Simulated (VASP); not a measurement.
# Ag in VASP: single point with PBEsol

Aim: the single point of Ag with PBEsol.

Everything below comes from runs of VASP 6.6.1. Logs are shortened: lines on timing, memory, paths and dates and some standing lists are left out, and cuts for length are marked.

**1. The cell of the first run**

The cell holds a slab with vacuum, 12 atoms: a = 2.867 Å, b = 4.691 Å, c = 29.070 Å, α = 90.00°, β = 90.00°, γ = 90.00°.

**2. Single point, PBEsol (atoms taken out)**

File INCAR:

```
SYSTEM = Ag
ALGO = Fast
DIPOL = 0.5 0.5 0.500
EDIFF = 1E-6
ENCUT = 520
GGA = PS
IDIPOL = 3
ISIF = 2
ISMEAR = 0
LASPH = .TRUE.
LCHARG = .FALSE.
LDIPOL = .TRUE.
LREAL = .FALSE.
LWAVE = .FALSE.
NBANDS = 78
NELM = 60
PREC = Accurate
SIGMA = 0.1
```

File KPOINTS:

```
k-points
0
G
  12 8 1
  0 0 0
```

File POSCAR:

```
Ag
1.0
    2.8670626724      0.0000000000      0.0000000000
    0.0000000000      4.6907149341      0.0000000000
    0.0000000000      0.0000000000     29.0700449483
Ag
12
Direct
    0.0000000000      0.2500000000      0.2579975371
    0.0000000000      0.7500000000      0.3149392931
    0.5000000000      0.2500000000      0.3434101711
    0.5000000000      0.7500000000      0.4003519270
    0.0000000000      0.2500000000      0.4288228050
    0.0000000000      0.7500000000      0.4857645610
    0.5000000000      0.2500000000      0.5142354390
    0.5000000000      0.7500000000      0.5711771950
    0.0000000000      0.2500000000      0.5996480730
    0.0000000000      0.7500000000      0.6565898289
    0.5000000000      0.2500000000      0.6850607069
    0.5000000000      0.7500000000      0.7420024629
```

Potentials or basis: VASP PAW PBE potentials, release 64 (Ag).

Command:

```bash
$ cat potpaw_PBE.64/Ag/POTCAR > POTCAR
$ mpirun -np 1 vasp_std > vasp.out
```

OUTCAR:

```text
SYSTEM = Ag
   EDIFF = 1E-6
   ENCUT = 520
   GGA = PS
   ISIF = 2
   ISMEAR = 0
   LASPH = .TRUE.
   LREAL = .FALSE.
   NELM = 60
   PREC = Accurate

 ion  position               nearest neighbor table
   1  0.000  0.250  0.258-   3 2.87   3 2.87   2 2.87   2 2.87
   2  0.000  0.750  0.315-   4 2.87   4 2.87   3 2.87   3 2.87   3 2.87   3 2.87   1 2.87   1 2.87

   3  0.500  0.250  0.343-   5 2.87   5 2.87   1 2.87   1 2.87   4 2.87   4 2.87   2 2.87   2 2.87
                             2 2.87   2 2.87
   4  0.500  0.750  0.400-   2 2.87   2 2.87   6 2.87   6 2.87   3 2.87   3 2.87   5 2.87   5 2.87
                             5 2.87   5 2.87
   5  0.000  0.250  0.429-   3 2.87   3 2.87   7 2.87   7 2.87   4 2.87   4 2.87   4 2.87   4 2.87
                             6 2.87   6 2.87
   6  0.000  0.750  0.486-   8 2.87   8 2.87   4 2.87   4 2.87   7 2.87   7 2.87   7 2.87   7 2.87
                             5 2.87   5 2.87
   7  0.500  0.250  0.514-   5 2.87   5 2.87   9 2.87   9 2.87   6 2.87   6 2.87   6 2.87   6 2.87
                             8 2.87   8 2.87
   8  0.500  0.750  0.571-  10 2.87  10 2.87   6 2.87   6 2.87   9 2.87   9 2.87   9 2.87   9 2.87
                             7 2.87   7 2.87
   9  0.000  0.250  0.600-  11 2.87  11 2.87   7 2.87   7 2.87  10 2.87  10 2.87   8 2.87   8 2.87
                             8 2.87   8 2.87
  10  0.000  0.750  0.657-   8 2.87   8 2.87  12 2.87  12 2.87   9 2.87   9 2.87  11 2.87  11 2.87
                            11 2.87  11 2.87
  11  0.500  0.250  0.685-   9 2.87   9 2.87  10 2.87  10 2.87  10 2.87  10 2.87  12 2.87  12 2.87

  12  0.500  0.750  0.742-  10 2.87  10 2.87  11 2.87  11 2.87

  LATTYP: Found a simple orthorhombic cell.
 ALAT       =     2.8670626724
 B/A-ratio  =     1.6360698980
 C/A-ratio  =    10.1393126938

  Lattice vectors:

 A1 = (   2.8670626724,   0.0000000000,   0.0000000000)
 A2 = (   0.0000000000,   4.6907149341,   0.0000000000)
 A3 = (   0.0000000000,   0.0000000000,  29.0700449483)

Analysis of symmetry for initial positions (statically):
=====================================================================
 Subroutine PRICEL returns:
 Original cell was already a primitive cell.

 Routine SETGRP: Setting up the symmetry group for a
 simple orthorhombic supercell.

 Subroutine GETGRP returns: Found  8 space group operations
 (whereof  2 operations were pure point group operations)
 out of a pool of  8 trial point group operations.

The static configuration has the point symmetry C_1h.
 The point group associated with its full space group is D_2h.

Analysis of symmetry for dynamics (positions and initial velocities):
=====================================================================
 Subroutine PRICEL returns:
 Original cell was already a primitive cell.

 Routine SETGRP: Setting up the symmetry group for a
 simple orthorhombic supercell.

 Subroutine GETGRP returns: Found  8 space group operations
 (whereof  2 operations were pure point group operations)
 out of a pool of  8 trial point group operations.

The dynamic configuration has the point symmetry C_1h.
 The point group associated with its full space group is D_2h.

 Subroutine INISYM returns: Found  8 space group operations
 (whereof  2 operations are pure point group operations),
 and found     1 'primitive' translations

----------------------------------------------------------------------------------------

                                     Primitive cell

  volume of cell :     390.9506

  direct lattice vectors                    reciprocal lattice vectors
     2.867062672  0.000000000  0.000000000     0.348789027  0.000000000  0.000000000
     0.000000000  4.690714934  0.000000000     0.000000000  0.213187118  0.000000000
     0.000000000  0.000000000 29.070044948     0.000000000  0.000000000  0.034399672

  length of vectors
     2.867062672  4.690714934 29.070044948     0.348789027  0.213187118  0.034399672

  position of ions in fractional coordinates (direct lattice)
     0.000000000  0.250000000  0.257997537
     0.000000000  0.750000000  0.314939293
     0.500000000  0.250000000  0.343410171
     0.500000000  0.750000000  0.400351927
     0.000000000  0.250000000  0.428822805
     0.000000000  0.750000000  0.485764561
     0.500000000  0.250000000  0.514235439
     0.500000000  0.750000000  0.571177195
     0.000000000  0.250000000  0.599648073
     0.000000000  0.750000000  0.656589829
     0.500000000  0.250000000  0.685060707
     0.500000000  0.750000000  0.742002463

  ion indices of the primitive-cell ions
   primitive index   ion index
                 1           1
                 2           2
                 3           3
                 4           4
                 5           5
                 6           6
                 7           7
                 8           8
                 9           9
                10          10
                11          11
                12          12

----------------------------------------------------------------------------------------

 KPOINTS: k-points

Automatic generation of k-mesh.
 Grid dimensions read from file:
 generate k-points for:   12    8    1

 Generating k-lattice:

  Cartesian coordinates                     Fractional coordinates (reciprocal lattice)
     0.029065752  0.000000000  0.000000000     0.083333333  0.000000000  0.000000000
     0.000000000  0.026648390  0.000000000     0.000000000  0.125000000  0.000000000
     0.000000000  0.000000000  0.034399672     0.000000000  0.000000000  1.000000000

  Length of vectors
     0.029065752  0.026648390  0.034399672

  Shift w.r.t. Gamma in fractional coordinates (k-lattice)
     0.000000000  0.000000000  0.000000000

 Subroutine IBZKPT returns following result:
 ===========================================

 Found     35 irreducible k-points:

 Following reciprocal coordinates:
            Coordinates               Weight
  0.000000  0.000000  0.000000      1.000000
  0.083333  0.000000  0.000000      2.000000
  0.166667  0.000000  0.000000      2.000000
  0.250000  0.000000  0.000000      2.000000
  0.333333  0.000000  0.000000      2.000000
  0.416667  0.000000  0.000000      2.000000
[... 16 lines left out ...]
  0.083333  0.375000  0.000000      4.000000
  0.166667  0.375000  0.000000      4.000000
 [... further k-points ...]
   k-points           NKPTS =     35   k-points in BZ     NKDIM =     35   number of bands    NBANDS=     78
   number of dos      NEDOS =    301   number of ions     NIONS =     12
   total plane-waves  NPLWV = 186624
   dimension x,y,z NGX =    24 NGY =   36 NGZ =  216
   dimension x,y,z NGXF=    48 NGYF=   72 NGZF=  432
   ions per type =              12
   NGX,Y,Z   is equivalent  to a cutoff of  13.92, 12.76, 12.35 a.u.
   NGXF,Y,Z  is equivalent  to a cutoff of  27.83, 25.52, 24.71 a.u.
 SYSTEM =  Ag
   PREC   = accura    normal or accurate (medium, high low for compatibility)
   ISTART =      0    job   : 0-new  1-cont  2-samecut
   ICHARG =      2    charge: 1-file 2-atom 10-const
   ISPIN  =      1    spin polarized calculation?
   LNONCOLLINEAR =      F non collinear calculations
   LSORBIT =      F    spin-orbit coupling
   LASPH  =      T    aspherical Exc in radial PAW
   ENCUT  =  520.0 eV  38.22 Ry    6.18 a.u.   5.33  8.72 54.05*2*pi/ulx,y,z
   NELM   =     60;   NELMIN=  2; NELMDL= -5     # of ELM steps
   EDIFF  = 0.1E-05   stopping-criterion for ELM
   LREAL  =      F    real-space projection
   EDIFFG = 0.1E-04   stopping-criterion for IOM
   NSW    =      0    number of steps for IOM
   IBRION =     -1    ionic relax: 0-MD 1-quasi-New 2-CG
   NFREE  =      0    steps in history (QN), initial steepest desc. (CG)
   ISIF   =      2    stress and relaxation
   ISYM   =      2    0-nonsym 1-usesym 2-fastsym
   POTIM  = 0.5000    time-step for ionic-motion
   TEBEG  =    0.0;   TEEND  =   0.0 temperature during run
   PSTRESS=    0.0 pullay stress
   NELECT =     132.0000    total number of electrons
   NUPDOWN=      -1.0000    fix difference up-down
   EMIN   =  10.00;   EMAX   =-10.00  energy-range for DOS
   EFERMI =   0.00;   METHOD = LEGACY
   ISMEAR =     0;   SIGMA  =   0.10  broadening in eV -4-tet -1-fermi 0-gaus
   EFERMI_NEDOS =   21; number of points for ismear=-14 and -15
   IALGO  =     68    algorithm
   IMIX   =      4    mixing-type and parameters
     AMIX     =   0.40;   BMIX     =  1.00
     AMIX_MAG =   1.60;   BMIX_MAG =  1.00
  volume/ion in A,a.u.               =      32.58       219.86
  Fermi-wavevector in a.u.,A,eV,Ry     =   1.139967  2.154225 17.681098  1.299524
  Thomas-Fermi vector in A             =   2.276669
   LORBIT       =      0    0 simple, 1 ext, 2 COOP (PROOUT), +10 PAW based schemes
   GGA     = PS    functional components
   LHFCALC =     F    Hartree Fock is set to
   AEXX    =    0.0000 exact exchange contribution
   IVDW    =     0    specifies the selected vdW correction
   LEPSILON=     F    determine dielectric tensor
   LRPA    =     F    only Hartree local field effects (RPA)
 non-spin polarized calculation
 RMM-DIIS sequential band-by-band and
 Gauss-broadening in eV      SIGMA  =   0.10
  energy-cutoff  :      520.00
  volume of cell :      390.95
 maximum number of plane-waves:     10590
 NGX is ok and might be reduce to    24
   NGX = 11   NGY = 17   NGZ =109

 number of electron     132.0000011 magnetization

 dipolmoment           0.000000      0.000000      0.000000 electrons x Angstroem

 Free energy of the ion-electron system (eV)
  ---------------------------------------------------
  ext. energy  EPLUGINS =         0.00000000
  ---------------------------------------------------
  free energy    TOTEN  =       -37.39019641 eV

  energy without entropy =      -37.37711972  energy(sigma->0) =      -37.38365807

 E-fermi :   2.3561     XC(G=0):  -7.1206

 val. band max:        2.3233522120   @ k =   0.5000   0.2500   0.0000
 cond. band min:       2.3650130699   @ k =   0.0833   0.2500   0.0000
 fundamental gap:      0.0416608579
 Fermi energy:         2.3561231580

 k-point     1 :       0.0000    0.0000    0.0000
  band No.  band energies     occupation
      1      -5.4053      2.00000
      2      -4.9025      2.00000
      3      -4.2415      2.00000
      4      -4.0245      2.00000
      5      -3.9962      2.00000
      6      -3.8143      2.00000
[... 70 lines left out ...]
     77       6.5478      0.00000
     78       6.8203      0.00000

 k-point     2 :       0.0833    0.0000    0.0000
  band No.  band energies     occupation
      1      -5.2608      2.00000
      2      -4.7657      2.00000
      3      -4.1122      2.00000
      4      -3.9416      2.00000
      5      -3.8917      2.00000
      6      -3.7149      2.00000
[... 70 lines left out ...]
     77       6.6853      0.00000
     78       6.9266      0.00000
[... 1699 lines left out ...]
     77       7.9874      0.00000
     78       8.0092      0.00000

 k-point    24 :       0.1667    0.3750    0.0000
  band No.  band energies     occupation
      1      -3.9895      2.00000
      2      -3.7686      2.00000
      3      -3.7090      2.00000
      4      -3.6149      2.00000
      5      -3.5168      2.00000
      6      -3.4811      2.00000
[... 70 lines left out ...]
     77       8.2842      0.00000
     78       8.3407      0.00000

 [... further k-points ...]

------------------------ aborting loop because EDIFF is reached ----------------------------------------

 vacuum level on the upper side and lower side of the slab       (xc-potential included)        -0.135        -0.135

  FORCE on cell =-STRESS in cart. coord.  units (eV):
  Direction    XX          YY          ZZ          XY          YZ          ZX
  --------------------------------------------------------------------------------------
  -------------------------------------------------------------------------------------
  Total       -3.3098115     -2.4966010     -2.5994145      0.0000000     -0.0000000      0.0000000
  in kB      -13.5641289    -10.2314642    -10.6528102      0.0000000     -0.0000000      0.0000000
  external PRESSURE =     -11.4828011 kB  Pullay stress =       0.0000000 kB

 VOLUME and BASIS-vectors are now :
 -----------------------------------------------------------------------------
  energy-cutoff  :      520.00
  volume of cell :      390.95
      direct lattice vectors                 reciprocal lattice vectors
     2.867062672  0.000000000  0.000000000     0.348789027  0.000000000  0.000000000
     0.000000000  4.690714934  0.000000000     0.000000000  0.213187118  0.000000000
     0.000000000  0.000000000 29.070044948     0.000000000  0.000000000  0.034399672

 POSITION                                       TOTAL-FORCE (eV/Angst)
 -----------------------------------------------------------------------------------
      0.00000      1.17268      7.50000        -0.000000     -0.000000      0.470018
      0.00000      3.51804      9.15530        -0.000000     -0.000000     -0.218882
      1.43353      1.17268      9.98295         0.000000      0.000000     -0.190354
      1.43353      3.51804     11.63825         0.000000      0.000000     -0.012934
      0.00000      1.17268     12.46590        -0.000000     -0.000000      0.008608
      0.00000      3.51804     14.12120        -0.000000      0.000000     -0.013103
      1.43353      1.17268     14.94885        -0.000000      0.000000      0.013103
      1.43353      3.51804     16.60415         0.000000     -0.000000     -0.008608
      0.00000      1.17268     17.43180         0.000000      0.000000      0.012934
      0.00000      3.51804     19.08710         0.000000     -0.000000      0.190354
      1.43353      1.17268     19.91475        -0.000000     -0.000000      0.218882
      1.43353      3.51804     21.57004        -0.000000     -0.000000     -0.470018
 -----------------------------------------------------------------------------------
    total drift:                                0.000000      0.000000      0.000000

  FREE ENERGIE OF THE ION-ELECTRON SYSTEM (eV)
  ---------------------------------------------------
  free  energy   TOTEN  =       -37.3901964120 eV

  energy  without entropy=      -37.3771197196  energy(sigma->0) =      -37.38365807

 vacuum level on the upper side and lower side of the slab         6.369         6.369
```

It took 41 min on 1 thread of Oxide Virtual Turin-like, shared host; peak memory 0.87 GiB.

Results:

```yaml
Free_energy: -37.3902 eV
Largest_force: 0.470 eV/Å
Band_gap_on_the_k_mesh: zero (bands 66 and 67 overlap by 3.48 eV)
```

Forces in eV/Å, atoms in the order of the input:
```
Ag   0.000  0.000  0.470
Ag   0.000  0.000 -0.219
Ag   0.000  0.000 -0.190
Ag   0.000  0.000 -0.013
Ag   0.000  0.000  0.009
Ag   0.000  0.000 -0.013
Ag   0.000  0.000  0.013
Ag   0.000  0.000 -0.009
Ag   0.000  0.000  0.013
Ag   0.000  0.000  0.190
Ag   0.000  0.000  0.219
Ag   0.000  0.000 -0.470
```

Caveat: the cell differs from its parent crystal (atoms taken out); the PAW data sets were made with another functional, which shifts forces and pressure a little.

The gap in the log of VASP goes by the Fermi energy; the results here count the filled bands.